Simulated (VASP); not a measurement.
# LiGa2 (I4/mmm) in VASP: single point with PBE

Aim: the single point of LiGa2 with PBE.

All numbers are computed with VASP 6.6.1; they aren't measurements. Logs are shortened: lines on timing, memory, paths and dates and some standing lists are left out, and cuts for length are marked.

### 1 The cell of the first run

It takes space group I4/mmm (No. 139, tetragonal). The conventional cell has a = 3.584 Å, b = 3.584 Å, c = 7.924 Å, α = 90.00°, β = 90.00°, γ = 90.00°. Li (site symmetry 4/mmm) has 10 Ga at 2.60 to 2.88 Å within 3.4 Å. Within 3.4 Å of Ga (site symmetry 4mm) lie 5 Li at 2.60 to 2.88 Å and 5 Ga at 2.72 to 2.82 Å.

### 2 Single point, PBE

INCAR

```
  PREC = Accurate
  ENCUT = 520
  EDIFF = 1E-6
  ISMEAR = 0
  SIGMA = 0.1
  LREAL = False
  LASPH = True
  NELM = 60
  ALGO = Fast
  ISIF = 2
  LWAVE = False
  LCHARG = False
  GGA = PE
  NBANDS = 22
```

KPOINTS

```
Automatic mesh
0
Gamma
  18 18 18
```

POSCAR

```
LiGa2
1.0
   -1.7917685777      1.7917685777      3.9620093543
    1.7917685777     -1.7917685777      3.9620093543
    1.7917685777      1.7917685777     -3.9620093543
Li Ga
1 2
Direct
    0.0000000000      0.0000000000      0.0000000000
    0.6714850512      0.6714850512      0.0000000000
    0.3285149488      0.3285149488      0.0000000000
```

Potentials or basis: VASP PAW PBE potentials, release 64 (Li_sv, Ga_d).

Command:

```sh
> cat potpaw_PBE.64/Li_sv/POTCAR potpaw_PBE.64/Ga_d/POTCAR > POTCAR
> mpirun -np 1 vasp_std > vasp.out
```

OUTCAR:

```text
PREC = Accurate
   ENCUT = 520
   EDIFF = 1E-6
   ISMEAR = 0
   LREAL = False
   LASPH = True
   NELM = 60
   ISIF = 2
   GGA = PE

 ion  position               nearest neighbor table
   1  0.000  0.000  0.000-   2 2.60   3 2.60
   2  0.671  0.671  0.000-   1 2.60   3 2.72   3 2.82   3 2.82   3 2.82   3 2.82
   3  0.329  0.329  0.000-   1 2.60   2 2.72   2 2.82   2 2.82   2 2.82   2 2.82

  LATTYP: Found a body centered tetragonal cell.
 ALAT       =     3.5835371554
 C/A-ratio  =     2.2112282823

  Lattice vectors:

 A1 = (  -1.7917685777,   1.7917685777,   3.9620093543)
 A2 = (   1.7917685777,  -1.7917685777,   3.9620093543)
 A3 = (   1.7917685777,   1.7917685777,  -3.9620093543)

Analysis of symmetry for initial positions (statically):
=====================================================================
 Subroutine PRICEL returns:
 Original cell was already a primitive cell.

 Routine SETGRP: Setting up the symmetry group for a
 body centered tetragonal supercell.

 Subroutine GETGRP returns: Found 16 space group operations
 (whereof 16 operations were pure point group operations)
 out of a pool of 16 trial point group operations.

The static configuration has the point symmetry D_4h.

Analysis of symmetry for dynamics (positions and initial velocities):
=====================================================================
 Subroutine PRICEL returns:
 Original cell was already a primitive cell.

 Routine SETGRP: Setting up the symmetry group for a
 body centered tetragonal supercell.

 Subroutine GETGRP returns: Found 16 space group operations
 (whereof 16 operations were pure point group operations)
 out of a pool of 16 trial point group operations.

The dynamic configuration has the point symmetry D_4h.

 Subroutine INISYM returns: Found 16 space group operations
 (whereof 16 operations are pure point group operations),
 and found     1 'primitive' translations

----------------------------------------------------------------------------------------

                                     Primitive cell

  volume of cell :      50.8791

  direct lattice vectors                    reciprocal lattice vectors
    -1.791768578  1.791768578  3.962009354     0.000000000  0.279053895  0.126198591
     1.791768578 -1.791768578  3.962009354     0.279053895  0.000000000  0.126198591
     1.791768578  1.791768578 -3.962009354     0.279053895  0.279053895  0.000000000

  length of vectors
     4.703018966  4.703018966  4.703018966     0.306263221  0.306263221  0.394641803

  position of ions in fractional coordinates (direct lattice)
     0.000000000  0.000000000  0.000000000
     0.671485051  0.671485051  0.000000000
     0.328514949  0.328514949  0.000000000

  ion indices of the primitive-cell ions
   primitive index   ion index
                 1           1
                 2           2
                 3           3

----------------------------------------------------------------------------------------

 KPOINTS: Automatic mesh

Automatic generation of k-mesh.
 Grid dimensions read from file:
 generate k-points for:   18   18   18

 Generating k-lattice:

  Cartesian coordinates                     Fractional coordinates (reciprocal lattice)
     0.000000000  0.015502994  0.007011033     0.055555556 -0.000000000  0.000000000
     0.015502994  0.000000000  0.007011033    -0.000000000  0.055555556  0.000000000
     0.015502994  0.015502994  0.000000000     0.000000000  0.000000000  0.055555556

  Length of vectors
     0.017014623  0.017014623  0.021924545

  Shift w.r.t. Gamma in fractional coordinates (k-lattice)
     0.000000000  0.000000000  0.000000000

 Subroutine IBZKPT returns following result:
 ===========================================

 Found    480 irreducible k-points:

 Following reciprocal coordinates:
            Coordinates               Weight
  0.000000  0.000000  0.000000      1.000000
  0.055556  0.000000 -0.000000      8.000000
  0.111111  0.000000 -0.000000      8.000000
  0.166667  0.000000 -0.000000      8.000000
  0.222222  0.000000  0.000000      8.000000
  0.277778  0.000000 -0.000000      8.000000
[... 16 lines left out ...]
 -0.277778  0.055556  0.000000     16.000000
 -0.222222  0.055556  0.000000     16.000000
 [... further k-points ...]
   k-points           NKPTS =    480   k-points in BZ     NKDIM =    480   number of bands    NBANDS=     22
   number of dos      NEDOS =    301   number of ions     NIONS =      3
   total plane-waves  NPLWV =  46656
   dimension x,y,z NGX =    36 NGY =   36 NGZ =   36
   dimension x,y,z NGXF=    72 NGYF=   72 NGZF=   72
   ions per type =               1   2
   NGX,Y,Z   is equivalent  to a cutoff of  12.73, 12.73, 12.73 a.u.
   NGXF,Y,Z  is equivalent  to a cutoff of  25.45, 25.45, 25.45 a.u.
 SYSTEM =  unknown system
   PREC   = accura    normal or accurate (medium, high low for compatibility)
   ISTART =      0    job   : 0-new  1-cont  2-samecut
   ICHARG =      2    charge: 1-file 2-atom 10-const
   ISPIN  =      1    spin polarized calculation?
   LNONCOLLINEAR =      F non collinear calculations
   LSORBIT =      F    spin-orbit coupling
   LASPH  =      T    aspherical Exc in radial PAW
   ENCUT  =  520.0 eV  38.22 Ry    6.18 a.u.   8.74  8.74  8.74*2*pi/ulx,y,z
   NELM   =     60;   NELMIN=  2; NELMDL= -5     # of ELM steps
   EDIFF  = 0.1E-05   stopping-criterion for ELM
   LREAL  =      F    real-space projection
   EDIFFG = 0.1E-04   stopping-criterion for IOM
   NSW    =      0    number of steps for IOM
   IBRION =     -1    ionic relax: 0-MD 1-quasi-New 2-CG
   NFREE  =      0    steps in history (QN), initial steepest desc. (CG)
   ISIF   =      2    stress and relaxation
   ISYM   =      2    0-nonsym 1-usesym 2-fastsym
   POTIM  = 0.5000    time-step for ionic-motion
   TEBEG  =    0.0;   TEEND  =   0.0 temperature during run
   PSTRESS=    0.0 pullay stress
   NELECT =      29.0000    total number of electrons
   NUPDOWN=      -1.0000    fix difference up-down
   EMIN   =  10.00;   EMAX   =-10.00  energy-range for DOS
   EFERMI =   0.00;   METHOD = LEGACY
   ISMEAR =     0;   SIGMA  =   0.10  broadening in eV -4-tet -1-fermi 0-gaus
   EFERMI_NEDOS =   21; number of points for ismear=-14 and -15
   IALGO  =     68    algorithm
   IMIX   =      4    mixing-type and parameters
     AMIX     =   0.40;   BMIX     =  1.00
     AMIX_MAG =   1.60;   BMIX_MAG =  1.00
  volume/ion in A,a.u.               =      16.96       114.45
  Fermi-wavevector in a.u.,A,eV,Ry     =   1.357358  2.565035 25.067654  1.842421
  Thomas-Fermi vector in A             =   2.484283
   LORBIT       =      0    0 simple, 1 ext, 2 COOP (PROOUT), +10 PAW based schemes
   GGA     = PE    functional components
   LHFCALC =     F    Hartree Fock is set to
   AEXX    =    0.0000 exact exchange contribution
   IVDW    =     0    specifies the selected vdW correction
   LEPSILON=     F    determine dielectric tensor
   LRPA    =     F    only Hartree local field effects (RPA)
 non-spin polarized calculation
 RMM-DIIS sequential band-by-band and
 Gauss-broadening in eV      SIGMA  =   0.10
  energy-cutoff  :      520.00
  volume of cell :       50.88
 maximum number of plane-waves:      1390
   NGX = 17   NGY = 17   NGZ = 17

 number of electron      29.0000006 magnetization

 Free energy of the ion-electron system (eV)
  ---------------------------------------------------
  ext. energy  EPLUGINS =         0.00000000
  ---------------------------------------------------
  free energy    TOTEN  =        -8.26490061 eV

  energy without entropy =       -8.26103853  energy(sigma->0) =       -8.26296957

 E-fermi :   4.7092     XC(G=0): -10.2435

 val. band max:        4.6934922652   @ k =   0.5000   0.2222   0.0556
 cond. band min:       4.7134127296   @ k =   0.4444   0.3333   0.0000
 fundamental gap:      0.0199204644
 Fermi energy:         4.7091647965

 k-point     1 :       0.0000    0.0000    0.0000
  band No.  band energies     occupation
      1     -41.6858      2.00000
      2     -10.3359      2.00000
      3     -10.3311      2.00000
      4     -10.2611      2.00000
      5     -10.1745      2.00000
      6     -10.1745      2.00000
[... 14 lines left out ...]
     21      12.2344      0.00000
     22      13.0170      0.00000

 k-point     2 :       0.0556    0.0000   -0.0000
  band No.  band energies     occupation
      1     -41.6858      2.00000
      2     -10.3374      2.00000
      3     -10.3291      2.00000
      4     -10.2644      2.00000
      5     -10.1841      2.00000
      6     -10.1807      2.00000
[... 14 lines left out ...]
     21      12.5369      0.00000
     22      13.1368      0.00000

 k-point     3 :       0.1111    0.0000   -0.0000
  band No.  band energies     occupation
      1     -41.6857      2.00000
      2     -10.3413      2.00000
      3     -10.3235      2.00000
      4     -10.2728      2.00000
      5     -10.1994      2.00000
      6     -10.1925      2.00000
[... 14 lines left out ...]
     21      12.8576      0.00000
     22      13.8883      0.00000

 k-point     4 :       0.1667    0.0000   -0.0000
  band No.  band energies     occupation
      1     -41.6856      2.00000
      2     -10.3461      2.00000
      3     -10.3154      2.00000
      4     -10.2834      2.00000
      5     -10.2146      2.00000
      6     -10.2085      2.00000
[... 14 lines left out ...]
     21      13.3283      0.00000
     22      14.1283      0.00000

 k-point     5 :       0.2222    0.0000    0.0000
  band No.  band energies     occupation
      1     -41.6854      2.00000
      2     -10.3501      2.00000
      3     -10.3084      2.00000
      4     -10.2926      2.00000
      5     -10.2273      2.00000
      6     -10.2270      2.00000
[... 417 lines left out ...]
 k-point    22 :      -0.3333    0.0556   -0.0000
  band No.  band energies     occupation
      1     -41.6850      2.00000
      2     -10.3541      2.00000
      3     -10.3140      2.00000
      4     -10.2909      2.00000
      5     -10.2637      2.00000
      6     -10.2243      2.00000
[... 14 lines left out ...]
     21      12.9992      0.00000
     22      14.4758      0.00000

 k-point    23 :      -0.2778    0.0556    0.0000
  band No.  band energies     occupation
      1     -41.6852      2.00000
      2     -10.3550      2.00000
      3     -10.3053      2.00000
      4     -10.2922      2.00000
      5     -10.2446      2.00000
      6     -10.2238      2.00000
[... 14 lines left out ...]
     21      13.1256      0.00000
     22      14.8473      0.00000

 k-point    24 :      -0.2222    0.0556    0.0000
  band No.  band energies     occupation
      1     -41.6854      2.00000
      2     -10.3529      2.00000
      3     -10.3036      2.00000
      4     -10.2904      2.00000
      5     -10.2277      2.00000
      6     -10.2136      2.00000
[... 14 lines left out ...]
     21      13.2481      0.00000
     22      14.5406      0.00000

 [... further k-points ...]
[... 5 lines left out ...]
  --------------------------------------------------------------------------------------
  -------------------------------------------------------------------------------------
  Total       -0.0005869     -0.0005869      0.0203826      0.0000000      0.0000000      0.0000000
  in kB       -0.0184828     -0.0184828      0.6418444      0.0000000      0.0000000      0.0000000
  external PRESSURE =       0.2016263 kB  Pullay stress =       0.0000000 kB

 VOLUME and BASIS-vectors are now :
 -----------------------------------------------------------------------------
  energy-cutoff  :      520.00
  volume of cell :       50.88
      direct lattice vectors                 reciprocal lattice vectors
    -1.791768578  1.791768578  3.962009354     0.000000000  0.279053895  0.126198591
     1.791768578 -1.791768578  3.962009354     0.279053895  0.000000000  0.126198591
     1.791768578  1.791768578 -3.962009354     0.279053895  0.279053895  0.000000000

 POSITION                                       TOTAL-FORCE (eV/Angst)
 -----------------------------------------------------------------------------------
      0.00000      0.00000      0.00000        -0.000000     -0.000000      0.000000
      0.00000      0.00000      5.32086         0.000000      0.000000     -0.000745
      0.00000      0.00000      2.60316        -0.000000     -0.000000      0.000745
 -----------------------------------------------------------------------------------
    total drift:                               -0.000000     -0.000000      0.000000

  FREE ENERGIE OF THE ION-ELECTRON SYSTEM (eV)
  ---------------------------------------------------
  free  energy   TOTEN  =        -8.2649006115 eV

  energy  without entropy=       -8.2610385282  energy(sigma->0) =       -8.26296957
```

Wall time 7.6 min (1 thread of AMD EPYC 9R45 (Zen 5), shared host); peak memory 0.53 GiB.

Results:

| Quantity | Value |
| --- | --- |
| Free energy | -8.2649 eV |
| Band gap on the k mesh | zero (an odd number of electrons rules out a gap without spin polarisation) |

Caveat: the cutoff is under 1.25 times the usual one of these potentials, so pressure, stress and relaxed cells hold a basis-set (Pulay) error.
